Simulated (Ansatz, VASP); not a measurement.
BaTiO3: VASP beside Ansatz

```
Ba Ti O
1.0
     3.99397    0.00000    0.00000
     0.00000    3.99397    0.00000
     0.00000    0.00000    3.99410
Ba Ti O
1 1 3
Cartesian
  0.0000 0.0000 0.0000
  1.9637 1.9970 1.9971
  1.9970 1.9970 0.0000
  1.9970 0.0000 1.9971
  0.0000 1.9970 1.9971
```

Alike in both runs: task single point; functional r2SCAN; k mesh 8 × 8 × 8; occupations gaussian, width 0.05 eV; no spin polarisation.

```csv
,VASP,Ansatz
version,VASP 6.6.1,Ansatz 0.2.0
potentials or method,"VASP PAW PBE potentials, release 64 (Ba_sv, Ti_sv, O), cutoff 520 eV","scalar-relativistic, plane waves, PAW"
valence electrons in the cell,40,40
```

Ansatz gave:

| Quantity | Value |
| --- | --- |
| gap on the k mesh at the Fermi level (eV) | 2.17 |
| least direct gap on the mesh (eV) | 2.30 |
| pressure (GPa) | 0.1 |
| traceless stress, the component that is largest in VASP (GPa) | 0.08 |
| rms of the force components (eV/Å) | 0.060 |

Q: Which values does VASP return?

A: gap on the k mesh at the Fermi level (eV): 2.15; least direct gap on the mesh (eV): 2.32; pressure (GPa): 2.1; traceless stress, the component that is largest in VASP (GPa): 0.11; rms of the force components (eV/Å): 0.055.

VASP's potentials were made for PBE, not for r2SCAN. Atom by atom the forces differ by 0.011 eV/Å (rms over components). Ansatz's warnings: near symmetry operations not taken.

Spin-orbit coupling is off throughout.
